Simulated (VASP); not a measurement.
# NaH (P6/mmm) in VASP: single point with PBE

Aim: the single point of NaH with PBE.

All numbers are computed with VASP 6.6.1; they aren't measurements. Logs are shortened: lines on timing, memory, paths and dates and some standing lists are left out, and cuts for length are marked.

### Step 1. The cell of the first run

It takes space group P6/mmm (No. 191, hexagonal). Conventional cell: a = 5.669 Å, b = 5.669 Å, c = 4.017 Å, α = 90.00°, β = 90.00°, γ = 120.00°. Na (site symmetry 6/mmm) has 2 H at 2.01 Å within 2.7 Å. Within 2.7 Å of H (site symmetry 6/mmm) lie 2 Na at 2.01 Å.

### Step 2. Single point, PBE

The input, POSCAR:

```
NaH
1.0
    5.6688408445      0.0000000000      0.0000000000
   -2.8344204222      4.9093601813      0.0000000000
    0.0000000000      0.0000000000      4.0170676343
Na H
1 1
Direct
    0.0000000000      0.0000000000      0.5000000000
    0.0000000000      0.0000000000      0.0000000000
```

The input, INCAR.step1:

```
  PREC = Accurate
  ENCUT = 520
  EDIFF = 1E-6
  ISMEAR = 0
  SIGMA = 0.02
  LREAL = False
  LASPH = True
  NELM = 80
  ALGO = Normal
  ISIF = 2
  LWAVE = False
  LCHARG = True
  GGA = PE
  NBANDS = 11
```

The input, KPOINTS.step1:

```
Automatic mesh
0
Gamma
  6 6 6
```

The input, INCAR.step2:

```
  PREC = Accurate
  ENCUT = 520
  EDIFF = 1E-6
  ISMEAR = -5
  SIGMA = 0.02
  LREAL = False
  LASPH = True
  NELM = 80
  ALGO = Normal
  ISIF = 2
  LWAVE = False
  LCHARG = False
  GGA = PE
  LORBIT = 10
  NEDOS = 2001
  ICHARG = 11
```

The input, KPOINTS.step2:

```
Automatic mesh
0
Gamma
  9 9 9
```

Potentials or basis: VASP PAW PBE potentials, release 64 (Na_pv, H).

Started as:

```
$ cat potpaw_PBE.64/Na_pv/POTCAR potpaw_PBE.64/H/POTCAR > POTCAR
$ cp INCAR.step1 INCAR
$ cp KPOINTS.step1 KPOINTS
$ mpirun -np 1 vasp_std > vasp.out
$ cp INCAR.step2 INCAR
$ cp KPOINTS.step2 KPOINTS
$ mpirun -np 1 vasp_std > vasp.out
```

OUTCAR:

```text
PREC = Accurate
   ENCUT = 520
   EDIFF = 1E-6
   ISMEAR = -5
   LREAL = False
   LASPH = True
   NELM = 80
   ISIF = 2
   GGA = PE
   LORBIT = 10
   ICHARG = 11

 ion  position               nearest neighbor table
   1  0.000  0.000  0.500-
   2  0.000  0.000  0.000-

  LATTYP: Found a hexagonal cell.
 ALAT       =     5.6688408445
 C/A-ratio  =     0.7086224053

  Lattice vectors:

 A1 = (   5.6688408445,   0.0000000000,   0.0000000000)
 A2 = (  -2.8344204222,   4.9093601813,   0.0000000000)
 A3 = (   0.0000000000,   0.0000000000,   4.0170676343)

Analysis of symmetry for initial positions (statically):
=====================================================================
 Subroutine PRICEL returns:
 Original cell was already a primitive cell.

 Routine SETGRP: Setting up the symmetry group for a
 hexagonal supercell.

 Subroutine GETGRP returns: Found 24 space group operations
 (whereof 24 operations were pure point group operations)
 out of a pool of 24 trial point group operations.

The static configuration has the point symmetry D_6h.

Analysis of symmetry for dynamics (positions and initial velocities):
=====================================================================
 Subroutine PRICEL returns:
 Original cell was already a primitive cell.

 Routine SETGRP: Setting up the symmetry group for a
 hexagonal supercell.

 Subroutine GETGRP returns: Found 24 space group operations
 (whereof 24 operations were pure point group operations)
 out of a pool of 24 trial point group operations.

The dynamic configuration has the point symmetry D_6h.

 Subroutine INISYM returns: Found 24 space group operations
 (whereof 24 operations are pure point group operations),
 and found     1 'primitive' translations

----------------------------------------------------------------------------------------

                                     Primitive cell

  volume of cell :     111.7965

  direct lattice vectors                    reciprocal lattice vectors
     5.668840845  0.000000000  0.000000000     0.176402906  0.101846265  0.000000000
    -2.834420422  4.909360181  0.000000000     0.000000000  0.203692531  0.000000000
     0.000000000  0.000000000  4.017067634     0.000000000  0.000000000  0.248937805

  length of vectors
     5.668840845  5.668840844  4.017067634     0.203692531  0.203692531  0.248937805

  position of ions in fractional coordinates (direct lattice)
     0.000000000  0.000000000  0.500000000
     0.000000000  0.000000000  0.000000000

  ion indices of the primitive-cell ions
   primitive index   ion index
                 1           1
                 2           2

----------------------------------------------------------------------------------------

 KPOINTS: Automatic mesh

Automatic generation of k-mesh.
 Grid dimensions read from file:
 generate k-points for:    9    9    9

 Generating k-lattice:

  Cartesian coordinates                     Fractional coordinates (reciprocal lattice)
     0.019600323  0.011316252  0.000000000     0.111111111  0.000000000  0.000000000
     0.000000000  0.022632503  0.000000000     0.000000000  0.111111111  0.000000000
     0.000000000  0.000000000  0.027659756     0.000000000  0.000000000  0.111111111

  Length of vectors
     0.022632503  0.022632503  0.027659756

  Shift w.r.t. Gamma in fractional coordinates (k-lattice)
     0.000000000  0.000000000  0.000000000

 TETIRR: Found    699 inequivalent tetrahedra from     4374

 Subroutine IBZKPT returns following result:
 ===========================================

 Found     60 irreducible k-points:

 Following reciprocal coordinates:
            Coordinates               Weight
  0.000000  0.000000  0.000000      1.000000
  0.111111  0.000000  0.000000      6.000000
  0.222222 -0.000000  0.000000      6.000000
  0.333333 -0.000000  0.000000      6.000000
  0.444444 -0.000000  0.000000      6.000000
  0.111111  0.111111  0.000000      6.000000
[... 16 lines left out ...]
  0.333333  0.222222  0.111111     24.000000
  0.333333  0.333333  0.111111      4.000000
 [... further k-points ...]
   k-points           NKPTS =     60   k-points in BZ     NKDIM =     60   number of bands    NBANDS=      8
   number of dos      NEDOS =   2001   number of ions     NIONS =      2
   total plane-waves  NPLWV =  52920
   dimension x,y,z NGX =    42 NGY =   42 NGZ =   30
   dimension x,y,z NGXF=    84 NGYF=   84 NGZF=   60
   ions per type =               1   1
   NGX,Y,Z   is equivalent  to a cutoff of  12.32, 12.32, 12.42 a.u.
   NGXF,Y,Z  is equivalent  to a cutoff of  24.63, 24.63, 24.83 a.u.
 SYSTEM =  unknown system
   PREC   = accura    normal or accurate (medium, high low for compatibility)
   ISTART =      0    job   : 0-new  1-cont  2-samecut
   ICHARG =     11    charge: 1-file 2-atom 10-const
   ISPIN  =      1    spin polarized calculation?
   LNONCOLLINEAR =      F non collinear calculations
   LSORBIT =      F    spin-orbit coupling
   LASPH  =      T    aspherical Exc in radial PAW
   ENCUT  =  520.0 eV  38.22 Ry    6.18 a.u.  10.54 10.54  7.47*2*pi/ulx,y,z
   NELM   =     80;   NELMIN=  2; NELMDL=  0     # of ELM steps
   EDIFF  = 0.1E-05   stopping-criterion for ELM
   LREAL  =      F    real-space projection
   EDIFFG = 0.1E-04   stopping-criterion for IOM
   NSW    =      0    number of steps for IOM
   IBRION =     -1    ionic relax: 0-MD 1-quasi-New 2-CG
   NFREE  =      0    steps in history (QN), initial steepest desc. (CG)
   ISIF   =      2    stress and relaxation
   ISYM   =      2    0-nonsym 1-usesym 2-fastsym
   POTIM  = 0.5000    time-step for ionic-motion
   TEBEG  =    0.0;   TEEND  =   0.0 temperature during run
   PSTRESS=    0.0 pullay stress
   NELECT =       8.0000    total number of electrons
   NUPDOWN=      -1.0000    fix difference up-down
   EMIN   =  10.00;   EMAX   =-10.00  energy-range for DOS
   EFERMI =   0.00;   METHOD = LEGACY
   ISMEAR =    -5;   SIGMA  =   0.02  broadening in eV -4-tet -1-fermi 0-gaus
   EFERMI_NEDOS =   21; number of points for ismear=-14 and -15
   IALGO  =     38    algorithm
   IMIX   =      4    mixing-type and parameters
     AMIX     =   0.40;   BMIX     =  1.00
     AMIX_MAG =   1.60;   BMIX_MAG =  1.00
  volume/ion in A,a.u.               =      55.90       377.22
  Fermi-wavevector in a.u.,A,eV,Ry     =   0.679666  1.284382  6.285151  0.461946
  Thomas-Fermi vector in A             =   1.757930
   LORBIT       =     10    0 simple, 1 ext, 2 COOP (PROOUT), +10 PAW based schemes
   GGA     = PE    functional components
   LHFCALC =     F    Hartree Fock is set to
   AEXX    =    0.0000 exact exchange contribution
   IVDW    =     0    specifies the selected vdW correction
   LEPSILON=     F    determine dielectric tensor
   LRPA    =     F    only Hartree local field effects (RPA)
 non-spin polarized calculation
 Fermi weights with tetrahedron method with Bloechl corrections
  energy-cutoff  :      520.00
  volume of cell :      111.80
 maximum number of plane-waves:      3051
 NGX is ok and might be reduce to    42

 number of electron       7.9999982 magnetization

 Free energy of the ion-electron system (eV)
  ---------------------------------------------------
  ext. energy  EPLUGINS =         0.00000000
  ---------------------------------------------------
  free energy    TOTEN  =        -4.41494346 eV

  energy without entropy =       -4.41494346  energy(sigma->0) =       -4.41494346

 E-fermi :  -3.6421     XC(G=0):  -3.5574

 val. band max:       -3.6541594164   @ k =   0.3333   0.3333   0.4444
 cond. band min:      -0.2391221602   @ k =   0.4444  -0.0000   0.0000
 fundamental gap:      3.4150372561
 Fermi energy:        -3.6421076723

 k-point     1 :       0.0000    0.0000    0.0000
  band No.  band energies     occupation
      1     -26.3625      2.00000
      2     -26.3624      2.00000
      3     -26.1679      2.00000
      4      -4.6456      2.00000
      5       0.3688      0.00000
      6       2.9386      0.00000
      7       2.9391      0.00000
      8       4.4108      0.00000

 k-point     2 :       0.1111    0.0000    0.0000
  band No.  band energies     occupation
      1     -26.3625      2.00000
      2     -26.3624      2.00000
      3     -26.1679      2.00000
      4      -4.6208      2.00000
      5       0.2928      0.00000
      6       2.7522      0.00000
      7       2.7815      0.00000
      8       4.1133      0.00000

 k-point     3 :       0.2222   -0.0000    0.0000
  band No.  band energies     occupation
      1     -26.3625      2.00000
      2     -26.3625      2.00000
      3     -26.1679      2.00000
      4      -4.5556      2.00000
      5       0.1060      0.00000
      6       2.3423      0.00000
      7       2.4372      0.00000
      8       4.1358      0.00000
[... 210 lines left out ...]
 k-point    23 :       0.3333    0.2222    0.1111
  band No.  band energies     occupation
      1     -26.3624      2.00000
      2     -26.3624      2.00000
      3     -26.1700      2.00000
      4      -4.3237      2.00000
      5       0.0614      0.00000
      6       0.8086      0.00000
      7       2.8250      0.00000
      8       5.0019      0.00000

 k-point    24 :       0.3333    0.3333    0.1111
  band No.  band energies     occupation
      1     -26.3624      2.00000
      2     -26.3624      2.00000
      3     -26.1700      2.00000
      4      -4.3095      2.00000
      5       0.3455      0.00000
      6       0.3459      0.00000
      7       2.9105      0.00000
      8       5.7767      0.00000

 [... further k-points ...]

------------------------ aborting loop because EDIFF is reached ----------------------------------------

  FORCE on cell =-STRESS in cart. coord.  units (eV):
  Direction    XX          YY          ZZ          XY          YZ          ZX
  --------------------------------------------------------------------------------------
  -------------------------------------------------------------------------------------
  Total        0.0060827      0.0060827      0.0088976      0.0000000     -0.0000000      0.0000000
  in kB        0.0871724      0.0871724      0.1275131      0.0000000     -0.0000000      0.0000000
  external PRESSURE =       0.1006193 kB  Pullay stress =       0.0000000 kB

 VOLUME and BASIS-vectors are now :
 -----------------------------------------------------------------------------
  energy-cutoff  :      520.00
  volume of cell :      111.80
      direct lattice vectors                 reciprocal lattice vectors
     5.668840845  0.000000000  0.000000000     0.176402906  0.101846265  0.000000000
    -2.834420422  4.909360181  0.000000000     0.000000000  0.203692531  0.000000000
     0.000000000  0.000000000  4.017067634     0.000000000  0.000000000  0.248937805

 POSITION                                       TOTAL-FORCE (eV/Angst)
 -----------------------------------------------------------------------------------
      0.00000      0.00000      2.00853         0.000000      0.000000      0.000000
      0.00000      0.00000      0.00000        -0.000000      0.000000      0.000000
 -----------------------------------------------------------------------------------
    total drift:                               -0.000000     -0.000000      0.000000

  FREE ENERGIE OF THE ION-ELECTRON SYSTEM (eV)
  ---------------------------------------------------
  free  energy   TOTEN  =        -4.4149434597 eV

  energy  without entropy=       -4.4149434597  energy(sigma->0) =       -4.41494346

 total charge

# of ion       s       p       d       tot
------------------------------------------
    1        0.080   5.979   0.000   6.059
    2        0.513   0.000   0.000   0.513
--------------------------------------------------
tot          0.593   5.979   0.000   6.571
```

Run time: 56 s. Hardware: 1 thread of Intel Xeon 8259CL, shared host; peak memory 0.22 GiB.

What came out:

```
Valence electrons inside the program's atomic spheres : Na 6.06; H 0.51
```
